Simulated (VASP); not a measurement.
The system is TiC.

```xyz
2
Lattice="0.0000 2.1593 2.1593 2.1593 0.0000 2.1593 2.1593 2.1593 0.0000" Properties=species:S:1:pos:R:3 pbc="T T T"
Ti    0.0000    0.0000    0.0000
C     2.1593    2.1593    2.1593
```

- Program: VASP 6.6.1
- Task: relaxation of cell and atoms
- Functional: LDA
- Potentials or basis: VASP PAW LDA potentials, release 64 (Ti_sv, C)
- Cutoff: 600 eV
- k mesh: 13 × 13 × 13
- Occupations: fermi-dirac, width 0.1 eV
- Spin: no spin polarisation

At the start: pressure -9.9 GPa; volume 10.07 Å³/atom.

**Question.** How do energy, volume and symmetry change on relaxing?

**Answer.** Over 3 steps the energy falls by 12.1 meV/atom and the volume is 9.69 Å³/atom (-3.7 %); space group Fm-3m (No. 225, to 0.1 Å) before and after.

Step by step:
```tsv
step	energy change (eV)	largest force (eV/Å)	pressure (GPa)	volume (Å³)
1	0.0000	0.0000	-9.92	20.14
2	0.0257	0.0000	16.56	18.37
3	-0.0242	0.0000	-0.15	19.39
```

Final structure:
```
CELL_PARAMETERS angstrom
0.00000 2.13230 2.13230
2.13230 0.00000 2.13230
2.13230 2.13230 0.00000
ATOMIC_POSITIONS crystal
Ti 0.00000 0.00000 0.00000
C 0.50000 0.50000 0.50000
```
